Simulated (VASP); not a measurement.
# Na2Al2O (P6mm) in VASP: further runs

Runs on Na2Al2O. Level: PBE. Tasks: single point, relaxation of cell and atoms.

All numbers are computed with VASP 6.6.1; they aren't measurements. Logs are shortened: lines on timing, memory, paths and dates and some standing lists are left out, and cuts for length are marked.

## 1. The cell of the first run

The structure is hexagonal, space group P6mm (No. 183). The conventional cell has a = 4.568 Å, b = 4.568 Å, c = 5.028 Å, α = 90.00°, β = 90.00°, γ = 120.00°. Within 3.2 Å of Na (site symmetry 3m) lie 2 Al at 2.45 to 2.58 Å and 3 Na at 2.64 Å and 3 O at 2.64 Å. Al (site symmetry 3m) has 2 Na at 2.45 to 2.58 Å and 3 Al at 2.64 Å within 3.2 Å. O (site symmetry 6mm) has 6 Na at 2.64 Å and 12 Al at 3.57 to 3.72 Å within 3.8 Å.

The cell was generated, and may not be a known phase.

## 2. Single point, PBE

INCAR reads:

```
SYSTEM = Na2Al2O
ALGO = Normal
EDIFF = 1E-6
ENCUT = 520
GGA = PE
ISIF = 2
ISMEAR = 0
LASPH = .TRUE.
LCHARG = .FALSE.
LREAL = .FALSE.
LWAVE = .FALSE.
NBANDS = 21
NELM = 80
PREC = Accurate
SIGMA = 0.1
```

KPOINTS reads:

```
k-points
0
G
  6 6 4
  0 0 0
```

POSCAR reads:

```
Na2Al2O
1.0
    4.5681688800      0.0000000000      0.0000000000
   -2.2840844400      3.9561503000      0.0000000000
    0.0000000000      0.0000000000      5.0284879700
Na Al O
2 2 1
Direct
    0.3333333300      0.6666666700      0.1445680600
    0.6666666700      0.3333333300      0.1445680600
    0.3333333300      0.6666666700      0.6581900900
    0.6666666700      0.3333333300      0.6581900900
    0.0000000000      0.0000000000      0.1795685500
```

Potentials or basis: VASP PAW PBE potentials, release 64 (Na_pv, Al, O).

Command:

```
cat potpaw_PBE.64/Na_pv/POTCAR potpaw_PBE.64/Al/POTCAR potpaw_PBE.64/O/POTCAR > POTCAR
mpirun -np 1 vasp_std > vasp.out
```

OUTCAR:

```text
SYSTEM = Na2Al2O
   EDIFF = 1E-6
   ENCUT = 520
   GGA = PE
   ISIF = 2
   ISMEAR = 0
   LASPH = .TRUE.
   LREAL = .FALSE.
   NELM = 80
   PREC = Accurate

 ion  position               nearest neighbor table
   1  0.333  0.667  0.145-   3 2.45   3 2.58   2 2.64   2 2.64   2 2.64
   2  0.667  0.333  0.145-   4 2.45   4 2.58   1 2.64   1 2.64   1 2.64
   3  0.333  0.667  0.658-   1 2.45   1 2.58   4 2.64   4 2.64   4 2.64
   4  0.667  0.333  0.658-   2 2.45   2 2.58   3 2.64   3 2.64   3 2.64
   5  0.000  0.000  0.180-

  LATTYP: Found a hexagonal cell.
 ALAT       =     4.5681688800
 C/A-ratio  =     1.1007666534

  Lattice vectors:

 A1 = (   4.5681688800,   0.0000000000,   0.0000000000)
 A2 = (  -2.2840844400,   3.9561503000,   0.0000000000)
 A3 = (   0.0000000000,   0.0000000000,   5.0284879700)

Analysis of symmetry for initial positions (statically):
=====================================================================
 Subroutine PRICEL returns:
 Original cell was already a primitive cell.

 Routine SETGRP: Setting up the symmetry group for a
 hexagonal supercell.

 Subroutine GETGRP returns: Found 12 space group operations
 (whereof 12 operations were pure point group operations)
 out of a pool of 24 trial point group operations.

The static configuration has the point symmetry C_6v.

Analysis of symmetry for dynamics (positions and initial velocities):
=====================================================================
 Subroutine PRICEL returns:
 Original cell was already a primitive cell.

 Routine SETGRP: Setting up the symmetry group for a
 hexagonal supercell.

 Subroutine GETGRP returns: Found 12 space group operations
 (whereof 12 operations were pure point group operations)
 out of a pool of 24 trial point group operations.

The dynamic configuration has the point symmetry C_6v.

 Subroutine INISYM returns: Found 12 space group operations
 (whereof 12 operations are pure point group operations),
 and found     1 'primitive' translations

----------------------------------------------------------------------------------------

                                     Primitive cell

  volume of cell :      90.8767

  direct lattice vectors                    reciprocal lattice vectors
     4.568168880  0.000000000  0.000000000     0.218906093  0.126385491  0.000000000
    -2.284084440  3.956150300  0.000000000     0.000000000  0.252770983  0.000000000
     0.000000000  0.000000000  5.028487970     0.000000000  0.000000000  0.198866937

  length of vectors
     4.568168880  4.568168881  5.028487970     0.252770983  0.252770983  0.198866937

  position of ions in fractional coordinates (direct lattice)
     0.333333330  0.666666670  0.144568060
     0.666666670  0.333333330  0.144568060
     0.333333330  0.666666670  0.658190090
     0.666666670  0.333333330  0.658190090
     0.000000000  0.000000000  0.179568550

  ion indices of the primitive-cell ions
   primitive index   ion index
                 1           1
                 2           2
                 3           3
                 4           4
                 5           5

----------------------------------------------------------------------------------------

 KPOINTS: k-points

Automatic generation of k-mesh.
 Grid dimensions read from file:
 generate k-points for:    6    6    4

 Generating k-lattice:

  Cartesian coordinates                     Fractional coordinates (reciprocal lattice)
     0.036484349  0.021064249  0.000000000     0.166666667  0.000000000  0.000000000
     0.000000000  0.042128497  0.000000000     0.000000000  0.166666667  0.000000000
     0.000000000  0.000000000  0.049716734     0.000000000  0.000000000  0.250000000

  Length of vectors
     0.042128497  0.042128497  0.049716734

  Shift w.r.t. Gamma in fractional coordinates (k-lattice)
     0.000000000  0.000000000  0.000000000

 Subroutine IBZKPT returns following result:
 ===========================================

 Found     21 irreducible k-points:

 Following reciprocal coordinates:
            Coordinates               Weight
  0.000000  0.000000  0.000000      1.000000
  0.166667 -0.000000  0.000000      6.000000
  0.333333  0.000000  0.000000      6.000000
  0.500000  0.000000  0.000000      3.000000
  0.166667  0.166667  0.000000      6.000000
  0.333333  0.166667  0.000000     12.000000
[... 13 lines left out ...]
  0.333333  0.166667  0.500000     12.000000
  0.333333  0.333333  0.500000      2.000000
   k-points           NKPTS =     21   k-points in BZ     NKDIM =     21   number of bands    NBANDS=     21
   number of dos      NEDOS =    301   number of ions     NIONS =      5
   total plane-waves  NPLWV =  51840
   dimension x,y,z NGX =    36 NGY =   36 NGZ =   40
   dimension x,y,z NGXF=    72 NGYF=   72 NGZF=   80
   ions per type =               2   2   1
   NGX,Y,Z   is equivalent  to a cutoff of  13.10, 13.10, 13.22 a.u.
   NGXF,Y,Z  is equivalent  to a cutoff of  26.20, 26.20, 26.45 a.u.
 SYSTEM =  Na2Al2O
   PREC   = accura    normal or accurate (medium, high low for compatibility)
   ISTART =      0    job   : 0-new  1-cont  2-samecut
   ICHARG =      2    charge: 1-file 2-atom 10-const
   ISPIN  =      1    spin polarized calculation?
   LNONCOLLINEAR =      F non collinear calculations
   LSORBIT =      F    spin-orbit coupling
   LASPH  =      T    aspherical Exc in radial PAW
   ENCUT  =  520.0 eV  38.22 Ry    6.18 a.u.   8.49  8.49  9.35*2*pi/ulx,y,z
   NELM   =     80;   NELMIN=  2; NELMDL= -5     # of ELM steps
   EDIFF  = 0.1E-05   stopping-criterion for ELM
   LREAL  =      F    real-space projection
   EDIFFG = 0.1E-04   stopping-criterion for IOM
   NSW    =      0    number of steps for IOM
   IBRION =     -1    ionic relax: 0-MD 1-quasi-New 2-CG
   NFREE  =      0    steps in history (QN), initial steepest desc. (CG)
   ISIF   =      2    stress and relaxation
   ISYM   =      2    0-nonsym 1-usesym 2-fastsym
   POTIM  = 0.5000    time-step for ionic-motion
   TEBEG  =    0.0;   TEEND  =   0.0 temperature during run
   PSTRESS=    0.0 pullay stress
   NELECT =      26.0000    total number of electrons
   NUPDOWN=      -1.0000    fix difference up-down
   EMIN   =  10.00;   EMAX   =-10.00  energy-range for DOS
   EFERMI =   0.00;   METHOD = LEGACY
   ISMEAR =     0;   SIGMA  =   0.10  broadening in eV -4-tet -1-fermi 0-gaus
   EFERMI_NEDOS =   21; number of points for ismear=-14 and -15
   IALGO  =     38    algorithm
   IMIX   =      4    mixing-type and parameters
     AMIX     =   0.40;   BMIX     =  1.00
     AMIX_MAG =   1.60;   BMIX_MAG =  1.00
  volume/ion in A,a.u.               =      18.18       122.65
  Fermi-wavevector in a.u.,A,eV,Ry     =   1.078736  2.038515 15.832709  1.163671
  Thomas-Fermi vector in A             =   2.214683
   LORBIT       =      0    0 simple, 1 ext, 2 COOP (PROOUT), +10 PAW based schemes
   GGA     = PE    functional components
   LHFCALC =     F    Hartree Fock is set to
   AEXX    =    0.0000 exact exchange contribution
   IVDW    =     0    specifies the selected vdW correction
   LEPSILON=     F    determine dielectric tensor
   LRPA    =     F    only Hartree local field effects (RPA)
 non-spin polarized calculation
 Gauss-broadening in eV      SIGMA  =   0.10
  energy-cutoff  :      520.00
  volume of cell :       90.88
 maximum number of plane-waves:      2469
 NGX is ok and might be reduce to    36
   NGX = 17   NGY = 17   NGZ = 19

 number of electron      25.9999995 magnetization

 Free energy of the ion-electron system (eV)
  ---------------------------------------------------
  ext. energy  EPLUGINS =         0.00000000
  ---------------------------------------------------
  free energy    TOTEN  =       -13.23136112 eV

  energy without entropy =      -13.21849730  energy(sigma->0) =      -13.22492921

 E-fermi :   3.0976     XC(G=0):  -8.8936

 val. band max:        3.0926173434   @ k =   0.3333   0.0000   0.0000
 cond. band min:       3.1075612644   @ k =   0.1667  -0.0000   0.5000
 fundamental gap:      0.0149439210
 Fermi energy:         3.0975805375

 k-point     1 :       0.0000    0.0000    0.0000
  band No.  band energies     occupation
      1     -21.6737      2.00000
      2     -21.5838      2.00000
      3     -21.5712      2.00000
      4     -21.5712      2.00000
      5     -21.3093      2.00000
      6     -21.3093      2.00000
[... 13 lines left out ...]
     20       9.7929      0.00000
     21       9.7929      0.00000

 k-point     2 :       0.1667   -0.0000    0.0000
  band No.  band energies     occupation
      1     -21.6683      2.00000
      2     -21.5890      2.00000
      3     -21.5788      2.00000
      4     -21.5602      2.00000
      5     -21.3234      2.00000
      6     -21.3019      2.00000
[... 13 lines left out ...]
     20       9.3730      0.00000
     21      10.7806      0.00000

 k-point     3 :       0.3333    0.0000    0.0000
  band No.  band energies     occupation
      1     -21.6544      2.00000
      2     -21.6026      2.00000
      3     -21.5929      2.00000
      4     -21.5353      2.00000
      5     -21.3544      2.00000
      6     -21.2882      2.00000
[... 13 lines left out ...]
     20       9.4306      0.00000
     21      10.3718      0.00000
[... 385 lines left out ...]
 k-point    20 :       0.3333    0.1667    0.5000
  band No.  band energies     occupation
      1     -21.6468      2.00000
      2     -21.6163      2.00000
      3     -21.6089      2.00000
      4     -21.5008      2.00000
      5     -21.3873      2.00000
      6     -21.2766      2.00000
[... 13 lines left out ...]
     20      11.3719      0.00000
     21      12.0483      0.00000

 k-point    21 :       0.3333    0.3333    0.5000
  band No.  band energies     occupation
      1     -21.6315      2.00000
      2     -21.6315      2.00000
      3     -21.6197      2.00000
      4     -21.4431      2.00000
      5     -21.4431      2.00000
      6     -21.2692      2.00000
[... 13 lines left out ...]
     20      12.3502      0.00000
     21      12.3502      0.00000

------------------------ aborting loop because EDIFF is reached ----------------------------------------

  FORCE on cell =-STRESS in cart. coord.  units (eV):
  Direction    XX          YY          ZZ          XY          YZ          ZX
  --------------------------------------------------------------------------------------
  -------------------------------------------------------------------------------------
  Total       -3.0283598     -3.0283598     14.8955196      0.0000000     -0.0000000     -0.0000000
  in kB      -53.3907109    -53.3907109    262.6115917      0.0000000     -0.0000000     -0.0000000
  external PRESSURE =      51.9433900 kB  Pullay stress =       0.0000000 kB

 VOLUME and BASIS-vectors are now :
 -----------------------------------------------------------------------------
  energy-cutoff  :      520.00
  volume of cell :       90.88
      direct lattice vectors                 reciprocal lattice vectors
     4.568168880  0.000000000  0.000000000     0.218906093  0.126385491  0.000000000
    -2.284084440  3.956150300  0.000000000     0.000000000  0.252770983  0.000000000
     0.000000000  0.000000000  5.028487970     0.000000000  0.000000000  0.198866937

 POSITION                                       TOTAL-FORCE (eV/Angst)
 -----------------------------------------------------------------------------------
     -0.00000      2.63743      0.72696         0.000000      0.000000      0.630770
      2.28408      1.31872      0.72696        -0.000000      0.000000      0.630770
     -0.00000      2.63743      3.30970        -0.000000     -0.000000     -0.582409
      2.28408      1.31872      3.30970        -0.000000     -0.000000     -0.582409
      0.00000      0.00000      0.90296        -0.000000     -0.000000     -0.096722
 -----------------------------------------------------------------------------------
    total drift:                                0.000000      0.000000     -0.000593

  FREE ENERGIE OF THE ION-ELECTRON SYSTEM (eV)
  ---------------------------------------------------
  free  energy   TOTEN  =       -13.2313611202 eV

  energy  without entropy=      -13.2184972994  energy(sigma->0) =      -13.22492921
```

It took 87 s on 1 thread of Intel Xeon 8259CL, shared host; peak memory 0.22 GiB.

Results:

```
Free energy            : -13.2314 eV
Pressure               : 5.2 GPa
Largest force          : 0.631 eV/Å
Band gap on the k mesh : zero (bands 13 and 14 overlap by 0.65 eV)
```

Forces on the atoms (eV/Å):
```
Na   0.000  0.000  0.631
Na   0.000  0.000  0.631
Al   0.000  0.000 -0.582
Al   0.000  0.000 -0.582
O    0.000  0.000 -0.097
```

Levels at points of the mesh, in eV from the Fermi level:
| k point | band 9 | band 10 | band 11 | band 12 | band 13 | band 14 | band 15 | band 16 | band 17 | band 18 |
| --- | --- | --- | --- | --- | --- | --- | --- | --- | --- | --- |
| (0.00, 0.00, 0.00) | -2.24 | -1.73 | -1.73 | 0.23 | 0.23 | 0.59 | 1.29 | 2.99 | 4.01 | 4.01 |
| (0.50, 0.00, 0.00) | -4.28 | -2.12 | -1.64 | -1.42 | -0.06 | 0.34 | 1.86 | 2.17 | 5.51 | 5.51 |
| (0.00, 0.00, 0.50) | -2.29 | -1.67 | -1.67 | -0.86 | 0.34 | 0.34 | 1.76 | 3.64 | 3.64 | 4.59 |
| (0.50, 0.00, 0.50) | -4.27 | -2.97 | -1.79 | -1.05 | -0.63 | 0.43 | 0.75 | 2.70 | 5.36 | 6.70 |

Caveat: the stress differs along the axes, from -5 to 26 GPa.

## 3. Relaxation of cell and atoms, PBE

INCAR reads:

```
ALGO     = Normal         # electronic algorithm
EDIFF    = 1E-6           # SCF threshold, eV
EDIFFG   = -0.04          # ionic threshold
ENCUT    = 600            # plane-wave cutoff, eV
GGA      = PE             # functional
IBRION   = 2              # ionic algorithm
ISIF     = 3              # what is computed and relaxed
ISMEAR   = 0              # smearing method
LASPH    = True           # aspherical terms in the spheres
LCHARG   = False          # write CHGCAR
LREAL    = False          # projectors in reciprocal space
LWAVE    = False          # write WAVECAR
NELM     = 80             # most SCF steps
NSW      = 90             # ionic steps
PREC     = Accurate       # precision mode
SIGMA    = 0.1            # smearing width, eV
```

KPOINTS reads:

```
k-points
0
Gamma
  6 6 4
```

POSCAR is that of step 2.

Potentials or basis: VASP PAW PBE potentials, release 64 (Na_pv, Al, O).

Command:

```
cat potpaw_PBE.64/Na_pv/POTCAR potpaw_PBE.64/Al/POTCAR potpaw_PBE.64/O/POTCAR > POTCAR
mpirun -np 1 vasp_std > vasp.out
```

Run time: 7.6 min. Hardware: 1 thread of Intel Xeon 8259CL, shared host; peak memory 0.24 GiB.

It converged, with:

```
Free energy                           : -15.0436 eV
Relaxed volume                        : 21.87 Å³/atom
Relaxed cell                          : a = 4.352 Å, b = 4.352 Å, c = 6.664 Å, α = 90.00°, β = 90.00°, γ = 120.00°
Space group after relaxing (to 0.1 Å) : P6mm (No. 183)
Energy gained by relaxing             : 362.2 meV/atom
Ionic steps                           : 14
Pressure after relaxing               : -0.1 GPa
Largest force after relaxing          : 0.036 eV/Å
Band gap on the k mesh                : zero (bands 13 and 14 overlap by 1.18 eV)
```

Forces on the atoms (eV/Å):
```
Na   0.000  0.000 -0.024
Na   0.000  0.000 -0.024
Al   0.000  0.000  0.036
Al   0.000  0.000  0.036
O    0.000  0.000 -0.024
```

Stress tensor (GPa, compression positive):
```
-0.02  0.00  0.00
 0.00 -0.02  0.00
 0.00  0.00 -0.24
```

Step by step:
```tsv
step	energy change (eV)	largest force (eV/Å)	pressure (GPa)	volume (Å³)
1	0.0000	0.6308	5.17	90.88
2	-1.4465	0.1518	1.64	97.91
3	-1.7068	0.1798	1.36	101.09
4	-1.6932	0.2139	2.36	106.40
5	-1.7707	0.1989	1.73	104.14
6	-1.7721	0.1974	1.69	103.93
7	-1.7977	0.1846	0.04	108.16
8	-1.7977	0.1836	-0.09	108.46
9	-1.7977	0.1841	-0.03	108.37
10	-1.8007	0.1651	-0.06	108.56
11	-1.8069	0.1074	-0.06	109.14
12	-1.8060	0.0463	-0.10	110.30
13	-1.8088	0.0513	-0.09	109.66
14	-1.8112	0.0362	-0.09	109.33
```

Final structure:
```
CELL_PARAMETERS angstrom
4.35236 0.00000 0.00000
-2.17618 3.76926 0.00000
0.00000 0.00000 6.66430
ATOMIC_POSITIONS crystal
Na 0.33333 0.66667 0.15914
Na 0.66667 0.33333 0.15914
Al 0.33333 0.66667 0.65261
Al 0.66667 0.33333 0.65261
O 0.00000 0.00000 0.16158
```

Levels at points of the mesh, in eV from the Fermi level:
```tsv
k point	band 11	band 12	band 13	band 14	band 15	band 16
(0.00, 0.00, 0.00)	-1.36	0.14	0.94	0.94	1.62	3.13
(0.50, 0.00, 0.00)	-1.47	-1.15	-0.12	0.14	1.97	2.38
(0.00, 0.00, 0.50)	-1.35	-1.03	0.95	0.95	3.21	4.14
(0.50, 0.00, 0.50)	-1.42	-0.88	-0.22	0.58	1.17	2.53
```

Caveat: the volume moved by over 15 % at a fixed basis, so the end points are rough.

(Continued in part 2 of 2.)
